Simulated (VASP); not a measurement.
A run of VASP 6.6.1:

Contents of INCAR:

```
SYSTEM = Rh
PREC = Accurate
ENCUT = 520
EDIFF = 1E-8
ISMEAR = -1
SIGMA = 0.05
LREAL = .FALSE.
LASPH = .TRUE.
NELM = 60
ALGO = Normal
ISIF = 2
LWAVE = .FALSE.
LCHARG = .FALSE.
GGA = CA
LEFG = .TRUE.
NBANDS = 14
```

Contents of KPOINTS:

```
Automatic mesh
0
G
  25 25 25
  0 0 0
```

POSCAR

```
Rh
1.0
    0.0000000000      1.9029860865      1.9029860865
    1.9029860865      0.0000000000      1.9029860865
    1.9029860865      1.9029860865      0.0000000000
Rh
1
Direct
    0.0000000000      0.0000000000      0.0000000000
```

Potentials or basis: VASP PAW LDA potentials, release 64 (Rh_pv).

Launch:

```bash
$ cat potpaw_LDA.64/Rh_pv/POTCAR > POTCAR
$ mpirun -np 1 vasp_std > vasp.out
```

Hardware: 1 thread of Intel Xeon 8259CL, with other jobs on the host.

Task: How long does it take, and how much memory?

Result: It took 100 s on 1 thread of Intel Xeon 8259CL (shared host), peak memory 0.18 GiB. Counts: scf iterations 12, k points 455.
